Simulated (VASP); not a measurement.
A run of VASP 6.6.1 is set up as follows.

The input INCAR:

```
PREC     = Accurate       # precision mode
ENCUT    = 600            # plane-wave cutoff, eV
EDIFF    = 1E-7           # SCF threshold, eV
ISMEAR   = 0              # smearing method
SIGMA    = 0.01           # smearing width, eV
LREAL    = False          # projectors in reciprocal space
LASPH    = True           # aspherical terms in the spheres
NELM     = 120            # most SCF steps
ALGO     = Normal         # electronic algorithm
ISIF     = 3              # what is computed and relaxed
LWAVE    = False          # write WAVECAR
LCHARG   = False          # write CHGCAR
GGA      = PE             # functional
IBRION   = 2              # ionic algorithm
NSW      = 80             # ionic steps
EDIFFG   = -0.01          # ionic threshold
GGA_COMPAT= False        
NELMIN   = 4
```

The input KPOINTS:

```
regular mesh
0
Gamma
  6 6 6
```

Contents of POSCAR:

```
SrO
1.0
    0.0000000000      2.5663000000      2.5663000000
    2.5663000000      0.0000000000      2.5663000000
    2.5663000000      2.5663000000      0.0000000000
Sr O
1 1
Direct
    0.5000000000      0.5000000000      0.5000000000
    0.0000000000      0.0000000000      0.0000000000
```

Potentials or basis: VASP PAW PBE potentials, release 64 (Sr_sv, O).

Command:

```bash
$ cat potpaw_PBE.64/Sr_sv/POTCAR potpaw_PBE.64/O/POTCAR > POTCAR
$ mpirun -np 1 vasp_std > vasp.out
```

(1) Estimate the relaxed cell.

(2) Estimate the space group after relaxing (to 0.1 Å).

(3) Estimate the band gap on the k mesh.

(4) Estimate the relaxed volume.

## Answers

(1) a = 3.680 Å, b = 3.680 Å, c = 3.680 Å, α = 60.00°, β = 60.00°, γ = 60.00°.

(2) Fm-3m (No. 225).

(3) 3.28 eV (least direct gap 3.39 eV).

(4) 17.62 Å³/atom.
